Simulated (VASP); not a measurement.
# B in VASP: further runs, part 2 of 2

VASP 6.6.1.

### Step 3. Single point, PBE

This run uses another cell than the first one: it holds 2 atoms, not 6.

Input file INCAR:

```
SYSTEM = B
PREC     = Accurate       ! precision mode
ENCUT    = 520            ! plane-wave cutoff, eV
EDIFF    = 1E-6           ! SCF threshold, eV
ISMEAR   = 0              ! smearing method
SIGMA    = 0.1            ! smearing width, eV
LREAL    = .False.        ! projectors in reciprocal space
LASPH    = .True.         ! aspherical terms in the spheres
NELM     = 60             ! most SCF steps
ALGO     = Normal         ! electronic algorithm
ISIF     = 2              ! what is computed and relaxed
LWAVE    = .False.        ! write WAVECAR
LCHARG   = .False.        ! write CHGCAR
GGA      = PE             ! functional
NBANDS   = 10             ! bands
```

Input file KPOINTS:

```
Automatic mesh
0
Gamma
  36 36 6
  0 0 0
```

Input file POSCAR:

```
B
1.0
    1.7119071346      0.0000000000      0.0000000000
   -0.8559535673      1.4825550675      0.0000000000
    0.0000000000      0.0000000000      8.1000893813
B
2
Direct
    0.6666666667      0.3333333333      0.2500000000
    0.3333333333      0.6666666667      0.7500000000
```

Potentials or basis: VASP PAW PBE potentials, release 64 (B).

Command:

```bash
cat potpaw_PBE.64/B/POTCAR > POTCAR
mpirun -np 1 vasp_std > vasp.out
```

OUTCAR:

```text
SYSTEM = B
   PREC = Accurate
   ENCUT = 520
   EDIFF = 1E-6
   ISMEAR = 0
   LREAL = .False.
   LASPH = .True.
   NELM = 60
   ISIF = 2
   GGA = PE

 ion  position               nearest neighbor table
   1  0.667  0.333  0.250-
   2  0.333  0.667  0.750-

  LATTYP: Found a hexagonal cell.
 ALAT       =     1.7119071346
 C/A-ratio  =     4.7316172809

  Lattice vectors:

 A1 = (   1.7119071346,   0.0000000000,   0.0000000000)
 A2 = (  -0.8559535673,   1.4825550675,   0.0000000000)
 A3 = (   0.0000000000,   0.0000000000,   8.1000893813)

Analysis of symmetry for initial positions (statically):
=====================================================================
 Subroutine PRICEL returns:
 Original cell was already a primitive cell.

 Routine SETGRP: Setting up the symmetry group for a
 hexagonal supercell.

 Subroutine GETGRP returns: Found 24 space group operations
 (whereof 12 operations were pure point group operations)
 out of a pool of 24 trial point group operations.

The static configuration has the point symmetry D_3d.
 The point group associated with its full space group is D_6h.

Analysis of symmetry for dynamics (positions and initial velocities):
=====================================================================
 Subroutine PRICEL returns:
 Original cell was already a primitive cell.

 Routine SETGRP: Setting up the symmetry group for a
 hexagonal supercell.

 Subroutine GETGRP returns: Found 24 space group operations
 (whereof 12 operations were pure point group operations)
 out of a pool of 24 trial point group operations.

The dynamic configuration has the point symmetry D_3d.
 The point group associated with its full space group is D_6h.

 Subroutine INISYM returns: Found 24 space group operations
 (whereof 12 operations are pure point group operations),
 and found     1 'primitive' translations

----------------------------------------------------------------------------------------

                                     Primitive cell

  volume of cell :      20.5580

  direct lattice vectors                    reciprocal lattice vectors
     1.711907135  0.000000000  0.000000000     0.584143836  0.337255601  0.000000000
    -0.855953567  1.482555068  0.000000000     0.000000000  0.674511202  0.000000000
     0.000000000  0.000000000  8.100089381     0.000000000  0.000000000  0.123455428

  length of vectors
     1.711907135  1.711907135  8.100089381     0.674511202  0.674511202  0.123455428

  position of ions in fractional coordinates (direct lattice)
     0.666666667  0.333333333  0.250000000
     0.333333333  0.666666667  0.750000000

  ion indices of the primitive-cell ions
   primitive index   ion index
                 1           1
                 2           2

----------------------------------------------------------------------------------------

 KPOINTS: Automatic mesh

Automatic generation of k-mesh.
 Grid dimensions read from file:
 generate k-points for:   36   36    6

 Generating k-lattice:

  Cartesian coordinates                     Fractional coordinates (reciprocal lattice)
     0.016226218  0.009368211  0.000000000     0.027777778  0.000000000  0.000000000
     0.000000000  0.018736422  0.000000000     0.000000000  0.027777778  0.000000000
     0.000000000  0.000000000  0.020575905     0.000000000  0.000000000  0.166666667

  Length of vectors
     0.018736422  0.018736422  0.020575905

  Shift w.r.t. Gamma in fractional coordinates (k-lattice)
     0.000000000  0.000000000  0.000000000

 Subroutine IBZKPT returns following result:
 ===========================================

 Found    508 irreducible k-points:

 Following reciprocal coordinates:
            Coordinates               Weight
  0.000000  0.000000  0.000000      1.000000
  0.027778 -0.000000  0.000000      6.000000
  0.055556 -0.000000  0.000000      6.000000
  0.083333  0.000000  0.000000      6.000000
  0.111111 -0.000000  0.000000      6.000000
  0.138889  0.000000  0.000000      6.000000
[... 16 lines left out ...]
  0.111111  0.027778  0.000000     12.000000
  0.138889  0.027778  0.000000     12.000000
 [... further k-points ...]
   k-points           NKPTS =    508   k-points in BZ     NKDIM =    508   number of bands    NBANDS=     10
   number of dos      NEDOS =    301   number of ions     NIONS =      2
   total plane-waves  NPLWV =  11760
   dimension x,y,z NGX =    14 NGY =   14 NGZ =   60
   dimension x,y,z NGXF=    28 NGYF=   28 NGZF=  120
   ions per type =               2
   NGX,Y,Z   is equivalent  to a cutoff of  13.60, 13.60, 12.31 a.u.
   NGXF,Y,Z  is equivalent  to a cutoff of  27.19, 27.19, 24.63 a.u.
 SYSTEM =  B
   PREC   = accura    normal or accurate (medium, high low for compatibility)
   ISTART =      0    job   : 0-new  1-cont  2-samecut
   ICHARG =      2    charge: 1-file 2-atom 10-const
   ISPIN  =      1    spin polarized calculation?
   LNONCOLLINEAR =      F non collinear calculations
   LSORBIT =      F    spin-orbit coupling
   LASPH  =      T    aspherical Exc in radial PAW
   ENCUT  =  520.0 eV  38.22 Ry    6.18 a.u.   3.18  3.18 15.06*2*pi/ulx,y,z
   NELM   =     60;   NELMIN=  2; NELMDL= -5     # of ELM steps
   EDIFF  = 0.1E-05   stopping-criterion for ELM
   LREAL  =      F    real-space projection
   EDIFFG = 0.1E-04   stopping-criterion for IOM
   NSW    =      0    number of steps for IOM
   IBRION =     -1    ionic relax: 0-MD 1-quasi-New 2-CG
   NFREE  =      0    steps in history (QN), initial steepest desc. (CG)
   ISIF   =      2    stress and relaxation
   ISYM   =      2    0-nonsym 1-usesym 2-fastsym
   POTIM  = 0.5000    time-step for ionic-motion
   TEBEG  =    0.0;   TEEND  =   0.0 temperature during run
   PSTRESS=    0.0 pullay stress
   NELECT =       6.0000    total number of electrons
   NUPDOWN=      -1.0000    fix difference up-down
   EMIN   =  10.00;   EMAX   =-10.00  energy-range for DOS
   EFERMI =   0.00;   METHOD = LEGACY
   ISMEAR =     0;   SIGMA  =   0.10  broadening in eV -4-tet -1-fermi 0-gaus
   EFERMI_NEDOS =   21; number of points for ismear=-14 and -15
   IALGO  =     38    algorithm
   IMIX   =      4    mixing-type and parameters
     AMIX     =   0.40;   BMIX     =  1.00
     AMIX_MAG =   1.60;   BMIX_MAG =  1.00
  volume/ion in A,a.u.               =      10.28        69.37
  Fermi-wavevector in a.u.,A,eV,Ry     =   1.085921  2.052093 16.044327  1.179225
  Thomas-Fermi vector in A             =   2.222046
   LORBIT       =      0    0 simple, 1 ext, 2 COOP (PROOUT), +10 PAW based schemes
   GGA     = PE    functional components
   LHFCALC =     F    Hartree Fock is set to
   AEXX    =    0.0000 exact exchange contribution
   IVDW    =     0    specifies the selected vdW correction
   LEPSILON=     F    determine dielectric tensor
   LRPA    =     F    only Hartree local field effects (RPA)
 non-spin polarized calculation
 Gauss-broadening in eV      SIGMA  =   0.10
  energy-cutoff  :      520.00
  volume of cell :       20.56
 maximum number of plane-waves:       577
 NGX is ok and might be reduce to    14

 number of electron       6.0000000 magnetization

 Free energy of the ion-electron system (eV)
  ---------------------------------------------------
  ext. energy  EPLUGINS =         0.00000000
  ---------------------------------------------------
  free energy    TOTEN  =       -11.99853713 eV

  energy without entropy =      -11.99619070  energy(sigma->0) =      -11.99736392

 E-fermi :   4.3386     XC(G=0):  -9.3616

 val. band max:        4.3378847091   @ k =   0.3611   0.2222   0.5000
 cond. band min:       4.3434321016   @ k =   0.3611   0.2222   0.3333
 fundamental gap:      0.0055473926
 Fermi energy:         4.3386143524

 k-point     1 :       0.0000    0.0000    0.0000
  band No.  band energies     occupation
      1     -12.7079      2.00000
      2     -12.5750      2.00000
      3      -3.8408      2.00000
      4      -2.8059      2.00000
      5       6.3299      0.00000
      6      11.2712      0.00000
      7      14.8466      0.00000
      8      24.6268      0.00000
      9      28.8768      0.00000
     10      28.8771      0.00000
[... 287 lines left out ...]
 k-point    24 :       0.1389    0.0278    0.0000
  band No.  band energies     occupation
      1     -11.6183      2.00000
      2     -11.5002      2.00000
      3      -2.2662      2.00000
      4      -1.2485      2.00000
      5       7.7352      0.00000
      6      12.8197      0.00000
      7      15.6775      0.00000
      8      23.5515      0.00000
      9      24.7496      0.00000
     10      25.9317      0.00000

 [... further k-points ...]

------------------------ aborting loop because EDIFF is reached ----------------------------------------

  FORCE on cell =-STRESS in cart. coord.  units (eV):
  Direction    XX          YY          ZZ          XY          YZ          ZX
  --------------------------------------------------------------------------------------
  -------------------------------------------------------------------------------------
  Total       -0.0071020     -0.0071020     -0.0172344      0.0000000      0.0000000      0.0000000
  in kB       -0.5534900     -0.5534900     -1.3431535      0.0000000      0.0000000      0.0000000
  external PRESSURE =      -0.8167111 kB  Pullay stress =       0.0000000 kB

 VOLUME and BASIS-vectors are now :
 -----------------------------------------------------------------------------
  energy-cutoff  :      520.00
  volume of cell :       20.56
      direct lattice vectors                 reciprocal lattice vectors
     1.711907135  0.000000000  0.000000000     0.584143836  0.337255601  0.000000000
    -0.855953567  1.482555068  0.000000000     0.000000000  0.674511202  0.000000000
     0.000000000  0.000000000  8.100089381     0.000000000  0.000000000  0.123455428

 POSITION                                       TOTAL-FORCE (eV/Angst)
 -----------------------------------------------------------------------------------
      0.85595      0.49419      2.02502         0.000000      0.000000      0.000000
     -0.00000      0.98837      6.07507        -0.000000      0.000000      0.000000
 -----------------------------------------------------------------------------------
    total drift:                               -0.000000     -0.000000     -0.000000

  FREE ENERGIE OF THE ION-ELECTRON SYSTEM (eV)
  ---------------------------------------------------
  free  energy   TOTEN  =       -11.9985371297 eV

  energy  without entropy=      -11.9961907040  energy(sigma->0) =      -11.99736392
```

Wall time 42 s (1 thread of Intel Xeon Platinum 8488C (Sapphire Rapids), shared host); peak memory 0.19 GiB.

What came out:

```yaml
Free_energy: -11.9985 eV
Pressure: -0.1 GPa
Band_gap_on_the_k_mesh: zero (bands 3 and 4 overlap by 11.03 eV)
```

Caveat: this functional lacks dispersion, which binds the layers, so the pressure and a relaxed spacing across them are unreliable.
